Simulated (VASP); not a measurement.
# BN (P6_3/mmc) in VASP: further runs, part 3 of 3

VASP 6.6.1. Earlier steps stand in the parts before.

## 4. Relaxation of cell and atoms, LDA, target pressure 2 GPa, at which the enthalpy is minimised

This run uses another cell than the first one, of 8.71 Å³/atom.

Contents of INCAR:

```
ALGO     = Normal         # electronic algorithm
EDIFF    = 1E-7           # SCF threshold, eV
EDIFFG   = -0.002         # ionic threshold
ENCUT    = 600            # plane-wave cutoff, eV
IBRION   = 2              # ionic algorithm
ISIF     = 3              # what is computed and relaxed
ISMEAR   = 0              # smearing method
LASPH    = True           # aspherical terms in the spheres
LCHARG   = False          # write CHGCAR
LREAL    = False          # projectors in reciprocal space
LWAVE    = False          # write WAVECAR
NELM     = 80             # most SCF steps
NSW      = 100            # ionic steps
PREC     = Accurate       # precision mode
PSTRESS  = 20.0         
SIGMA    = 0.01           # smearing width, eV
```

Contents of KPOINTS:

```
k-points
0
Gamma
  10 10 4
```

Contents of POSCAR:

```
BN
1.0
    2.4889441066      0.0000000000      0.0000000000
   -1.2444720533      2.1554888250      0.0000000000
    0.0000000000      0.0000000000      6.4944619598
B N
2 2
Direct
    0.3333333333      0.6666666667      0.2500000000
    0.6666666667      0.3333333333      0.7500000000
    0.3333333333      0.6666666667      0.7500000000
    0.6666666667      0.3333333333      0.2500000000
```

Potentials or basis: VASP PAW LDA potentials, release 64 (B, N).

Command:

```sh
$ cat potpaw_LDA.64/B/POTCAR potpaw_LDA.64/N/POTCAR > POTCAR
$ mpirun -np 1 vasp_std > vasp.out
```

OUTCAR:

```text
EDIFF = 1E-7
   EDIFFG = -0.002
   ENCUT = 600
   IBRION = 2
   ISIF = 3
   ISMEAR = 0
   LASPH = True
   LREAL = False
   NELM = 80
   NSW = 100
   PREC = Accurate
   PSTRESS = 20.0

 ion  position               nearest neighbor table
   1  0.333  0.667  0.250-   4 1.44   4 1.44   4 1.44
   2  0.667  0.333  0.750-   3 1.44   3 1.44   3 1.44
   3  0.333  0.667  0.750-   2 1.44   2 1.44   2 1.44
   4  0.667  0.333  0.250-   1 1.44   1 1.44   1 1.44

  LATTYP: Found a hexagonal cell.
 ALAT       =     2.4889441066
 C/A-ratio  =     2.6093241478

  Lattice vectors:

 A1 = (   2.4889441066,   0.0000000000,   0.0000000000)
 A2 = (  -1.2444720533,   2.1554888250,   0.0000000000)
 A3 = (   0.0000000000,   0.0000000000,   6.4944619598)

Analysis of symmetry for initial positions (statically):
=====================================================================
 Subroutine PRICEL returns:
 Original cell was already a primitive cell.

 Routine SETGRP: Setting up the symmetry group for a
 hexagonal supercell.

 Subroutine GETGRP returns: Found 24 space group operations
 (whereof 12 operations were pure point group operations)
 out of a pool of 24 trial point group operations.

The static configuration has the point symmetry D_3d.
 The point group associated with its full space group is D_6h.

Analysis of symmetry for dynamics (positions and initial velocities):
=====================================================================
 Subroutine PRICEL returns:
 Original cell was already a primitive cell.

 Routine SETGRP: Setting up the symmetry group for a
 hexagonal supercell.

 Subroutine GETGRP returns: Found 24 space group operations
 (whereof 12 operations were pure point group operations)
 out of a pool of 24 trial point group operations.

The dynamic configuration has the point symmetry D_3d.
 The point group associated with its full space group is D_6h.

 Subroutine INISYM returns: Found 24 space group operations
 (whereof 12 operations are pure point group operations),
 and found     1 'primitive' translations

----------------------------------------------------------------------------------------

                                     Primitive cell

  volume of cell :      34.8421

  direct lattice vectors                    reciprocal lattice vectors
     2.488944107  0.000000000  0.000000000     0.401776801  0.231965944  0.000000000
    -1.244472053  2.155488825  0.000000000     0.000000000  0.463931888  0.000000000
     0.000000000  0.000000000  6.494461960     0.000000000  0.000000000  0.153977343

  length of vectors
     2.488944107  2.488944107  6.494461960     0.463931888  0.463931888  0.153977343

  position of ions in fractional coordinates (direct lattice)
     0.333333333  0.666666667  0.250000000
     0.666666667  0.333333333  0.750000000
     0.333333333  0.666666667  0.750000000
     0.666666667  0.333333333  0.250000000

  ion indices of the primitive-cell ions
   primitive index   ion index
                 1           1
                 2           2
                 3           3
                 4           4

----------------------------------------------------------------------------------------
[... 71 lines left out ...]
   LREAL  =      F    real-space projection
   EDIFFG = -.2E-02   stopping-criterion for IOM
   NSW    =    100    number of steps for IOM
   IBRION =      2    ionic relax: 0-MD 1-quasi-New 2-CG
   NFREE  =      1    steps in history (QN), initial steepest desc. (CG)
   ISIF   =      3    stress and relaxation
   ISYM   =      2    0-nonsym 1-usesym 2-fastsym
   POTIM  = 0.5000    time-step for ionic-motion
   TEBEG  =    0.0;   TEEND  =   0.0 temperature during run
   PSTRESS=   20.0 pullay stress
   NELECT =      16.0000    total number of electrons
   NUPDOWN=      -1.0000    fix difference up-down
   EMIN   =  10.00;   EMAX   =-10.00  energy-range for DOS
   EFERMI =   0.00;   METHOD = LEGACY
   ISMEAR =     0;   SIGMA  =   0.01  broadening in eV -4-tet -1-fermi 0-gaus
   EFERMI_NEDOS =   21; number of points for ismear=-14 and -15
   IALGO  =     38    algorithm
   IMIX   =      4    mixing-type and parameters
     AMIX     =   0.40;   BMIX     =  1.00
     AMIX_MAG =   1.60;   BMIX_MAG =  1.00
  volume/ion in A,a.u.               =       8.71        58.78
  Fermi-wavevector in a.u.,A,eV,Ry     =   1.263029  2.386779 21.704602  1.595243
  Thomas-Fermi vector in A             =   2.396407
   LORBIT       =      0    0 simple, 1 ext, 2 COOP (PROOUT), +10 PAW based schemes
   GGA     = CA    functional components
   LHFCALC =     F    Hartree Fock is set to
   AEXX    =    0.0000 exact exchange contribution
   IVDW    =     0    specifies the selected vdW correction
   LEPSILON=     F    determine dielectric tensor
   LRPA    =     F    only Hartree local field effects (RPA)
 conjugate gradient relaxation of ions
 non-spin polarized calculation
 Gauss-broadening in eV      SIGMA  =   0.01
  energy-cutoff  :      600.00
  volume of cell :       34.84
 maximum number of plane-waves:      1184
 NGX is ok and might be reduce to    20
   NGX =  9   NGY =  9   NGZ = 25

--------------------------------------- Ionic step        1  -------------------------------------------

 number of electron      16.0000001 magnetization

 Free energy of the ion-electron system (eV)
  ---------------------------------------------------
  ext. energy  EPLUGINS =         0.00000000
  ---------------------------------------------------
  free energy    TOTEN  =       -38.58525169 eV

  energy without entropy =      -38.58525169  energy(sigma->0) =      -38.58525169

------------------------ aborting loop because EDIFF is reached ----------------------------------------

  FORCE on cell =-STRESS in cart. coord.  units (eV):
  Direction    XX          YY          ZZ          XY          YZ          ZX
  --------------------------------------------------------------------------------------
  -------------------------------------------------------------------------------------
  Total        0.1225881      0.1225881     -0.0548504     -0.0000000     -0.0000000      0.0000000
  in kB        5.6370894      5.6370894     -2.5222415     -0.0000000     -0.0000000      0.0000000
  external PRESSURE =     -17.0826876 kB  Pullay stress =      20.0000000 kB
[... 103 lines left out ...]
  energy  without entropy=      -38.5829829722  energy(sigma->0) =      -38.58298297

  enthalpy is  TOTEN    =       -38.1521850491 eV   P V=        0.4307979232

[... ionic steps 4 to 7 ...]

--------------------------------------- Ionic step        8  -------------------------------------------

 number of electron      16.0000000 magnetization

------------------------ aborting loop because EDIFF is reached ----------------------------------------
[... 75 lines left out ...]
--------------------------------------- Ionic step       10  -------------------------------------------

 number of electron      16.0000000 magnetization

 Free energy of the ion-electron system (eV)
  ---------------------------------------------------
  ext. energy  EPLUGINS =         0.00000000
  ---------------------------------------------------
  free energy    TOTEN  =       -38.57609769 eV

  energy without entropy =      -38.57609769  energy(sigma->0) =      -38.57609769

 E-fermi :   3.1197     XC(G=0): -11.0564

 val. band max:        3.0007774872   @ k =   0.3000   0.3000   0.0000
 cond. band min:       6.9385843709   @ k =   0.5000   0.0000   0.0000
 fundamental gap:      3.9378068837
 Fermi energy:         3.1197010585

 k-point     1 :       0.0000    0.0000    0.0000
  band No.  band energies     occupation
      1     -14.9078      2.00000
      2     -14.3570      2.00000
      3      -3.9083      2.00000
      4      -0.7650      2.00000
      5       1.5996      2.00000
      6       1.5996      2.00000
      7       1.6777      2.00000
      8       1.6777      2.00000
      9       8.5079      0.00000
     10      14.0210      0.00000
     11      14.4799      0.00000
     12      14.4799      0.00000
[... 331 lines left out ...]
 k-point    24 :       0.4000    0.1000    0.2500
  band No.  band energies     occupation
      1     -11.5723      2.00000
      2     -11.4319      2.00000
      3      -5.7152      2.00000
      4      -5.6166      2.00000
      5      -1.7665      2.00000
      6      -1.6660      2.00000
      7       1.2377      2.00000
      8       2.4734      2.00000
      9       7.3857      0.00000
     10       8.6345      0.00000
     11      13.5657      0.00000
     12      13.8716      0.00000

 [... further k-points ...]

------------------------ aborting loop because EDIFF is reached ----------------------------------------

  FORCE on cell =-STRESS in cart. coord.  units (eV):
  Direction    XX          YY          ZZ          XY          YZ          ZX
  --------------------------------------------------------------------------------------
  -------------------------------------------------------------------------------------
  Total        0.4140202      0.4140202      0.4023985      0.0000000     -0.0000000      0.0000000
  in kB       20.1884136     20.1884136     19.6217157      0.0000000     -0.0000000      0.0000000
  external PRESSURE =      -0.0004857 kB  Pullay stress =      20.0000000 kB
[... 23 lines left out ...]
  energy  without entropy=      -38.5760976873  energy(sigma->0) =      -38.57609769

  enthalpy is  TOTEN    =       -38.1659414144 eV   P V=        0.4101562728

 reached required accuracy - stopping structural energy minimisation
```

Run time: 3.1 min. Hardware: 1 thread of Intel Xeon 8259CL, shared host; peak memory 0.14 GiB.

Results:

```
Free energy                                                : -38.5761 eV
Relaxed volume                                             : 8.21 Å³/atom
Relaxed cell                                               : a = 2.486 Å, b = 2.486 Å, c = 6.137 Å, α = 90.00°, β = 90.00°, γ = 120.00°
Space group after relaxing (to 0.1 Å)                      : P6_3/mmc (No. 194)
Energy change on relaxing (the run minimises the enthalpy) : +2.3 meV/atom
Ionic steps                                                : 10
Pressure after relaxing                                    : 2.0 GPa
Band gap on the k mesh                                     : 3.94 eV (least direct gap 4.28 eV)
```

The path:
| step | energy change (eV) | largest force (eV/Å) | pressure (GPa) | volume (Å³) |
| --- | --- | --- | --- | --- |
| 1 | 0.0000 | 0.0000 | 0.29 | 34.84 |
| 2 | 0.0043 | 0.0000 | 3.29 | 34.38 |
| 3 | 0.0023 | 0.0000 | 2.40 | 34.51 |
| 4 | 0.0020 | 0.0000 | 2.38 | 34.35 |
| 5 | 0.0024 | 0.0000 | 2.33 | 33.85 |
| 6 | 0.0092 | 0.0000 | 2.35 | 32.86 |
| 7 | 0.0102 | 0.0000 | 2.37 | 32.78 |
| 8 | 0.0098 | 0.0000 | 2.36 | 32.81 |
| 9 | 0.0080 | 0.0000 | 1.04 | 32.97 |
| 10 | 0.0092 | 0.0000 | 2.00 | 32.86 |

Final structure:
```
B N
1.0
     2.48634    0.00000    0.00000
    -1.24317    2.15323    0.00000
     0.00000    0.00000    6.13732
B N
2 2
Direct
  0.33333 0.66667 0.25000
  0.66667 0.33333 0.75000
  0.33333 0.66667 0.75000
  0.66667 0.33333 0.25000
```

Caveat: the cell is relaxed towards a set pressure, so the run minimises the enthalpy, not the energy.

## 5. Relaxation of cell and atoms, LDA, target pressure 4 GPa, at which the enthalpy is minimised

This run uses another cell than the first one, of 8.71 Å³/atom.

Contents of INCAR:

```
PREC = Accurate ; ENCUT = 600
EDIFF = 1E-6 ; ISMEAR = 0
SIGMA = 0.01 ; LREAL = False
LASPH = True ; NELM = 80
ALGO = Normal ; ISIF = 3
LWAVE = False ; LCHARG = False
IBRION = 2 ; NSW = 100
EDIFFG = -0.002 ; PSTRESS = 40.0
```

Contents of KPOINTS:

```
Automatic mesh
0
Gamma
  10 10 4
```

POSCAR is that of step 4.

Command:

```sh
$ cat potpaw_LDA.64/B/POTCAR potpaw_LDA.64/N/POTCAR > POTCAR
$ mpirun -np 1 vasp_std > vasp.out
```

It took 2.7 min on 1 thread of Intel Xeon 8259CL, shared host; peak memory 0.15 GiB.

The run converged. Its results:

```yaml
Free_energy: -38.5556 eV
Relaxed_volume: 7.93 Å³/atom
Relaxed_cell: a = 2.483 Å, b = 2.483 Å, c = 5.944 Å, α = 90.00°, β = 90.00°, γ = 120.00°
Space_group_after_relaxing_to_0.1_Å: P6_3/mmc (No. 194)
Energy_change_on_relaxing_the_run_minimises_the_enthalpy: +7.4 meV/atom
Ionic_steps: 12
Pressure_after_relaxing: 4.0 GPa
Band_gap_on_the_k_mesh: 3.94 eV (least direct gap 4.21 eV)
```

Step by step:
```tsv
step	energy change (eV)	largest force (eV/Å)	pressure (GPa)	volume (Å³)
1	0.0000	0.0000	0.29	34.84
2	0.0226	0.0000	7.65	33.84
3	0.0074	0.0000	4.31	34.27
4	0.0071	0.0000	4.31	33.80
5	0.0176	0.0000	4.50	32.38
6	0.1293	0.0000	6.67	29.51
7	0.0280	0.0000	4.71	31.82
8	0.0316	0.0000	4.78	31.66
9	0.0252	0.0000	1.21	32.02
10	0.0295	0.0000	3.99	31.74
11	0.0295	0.0000	4.00	31.74
12	0.0296	0.0000	4.00	31.73
```

Final structure:
```xyz
4
Lattice="2.4829 0.0000 0.0000 -1.2414 2.1502 0.0000 0.0000 0.0000 5.9437" Properties=species:S:1:pos:R:3 pbc="T T T"
B     0.0000    1.4335    1.4859
B     1.2414    0.7167    4.4578
N     0.0000    1.4335    4.4578
N     1.2414    0.7167    1.4859
```

Levels at points of the mesh, in eV from the valence-band top:
```
           k point  band 6  band 7  band 8  band 9  band 10  band 11
(0.00, 0.00, 0.00)   -1.40   -1.29   -1.29    5.85    11.44    11.49
(0.50, 0.00, 0.00)   -4.14   -2.03   -0.27    3.94     6.14     9.83
(0.00, 0.00, 0.50)   -1.35   -1.35   -1.35    8.90     8.90    11.63
(0.50, 0.00, 0.50)   -4.22   -1.05   -1.05    4.51     4.51    10.18
```

Caveat: the cell is relaxed towards a set pressure, so the run minimises the enthalpy, not the energy. Zero-point motion and thermal expansion aren't in these numbers.

## 6. Overview

| task | cell | cutoff (eV) | gap on the mesh (eV) | pressure (GPa) |
| --- | --- | --- | --- | --- |
| single point | a = 2.487, b = 2.487, c = 6.306 Å, angles 90.0, 90.0, 120.0°, 4 atoms | 520 | 3.96 | 1.5 |
| relaxation of cell and atoms | relaxed to 1 GPa from a = 2.489, b = 2.489, c = 6.494 Å, angles 90.0, 90.0, 120.0°, 4 atoms | 600 | 3.95 | 1.0 |
| relaxation of cell and atoms | relaxed to 2 GPa from a = 2.489, b = 2.489, c = 6.494 Å, angles 90.0, 90.0, 120.0°, 4 atoms | 600 | 3.94 | 2.0 |
| relaxation of cell and atoms | relaxed to 4 GPa from a = 2.489, b = 2.489, c = 6.494 Å, angles 90.0, 90.0, 120.0°, 4 atoms | 600 | 3.94 | 4.0 |

Alike in all rows: level LDA; potentials or basis VASP PAW LDA potentials, release 64 (B, N); no spin polarisation; k mesh 10 × 10 × 4; smearing gaussian 0.01 eV.

Caveats: the cell is relaxed towards a set pressure, so the run minimises the enthalpy, not the energy (at least some runs).

Absolute energies hang on the potentials; compare differences alone.
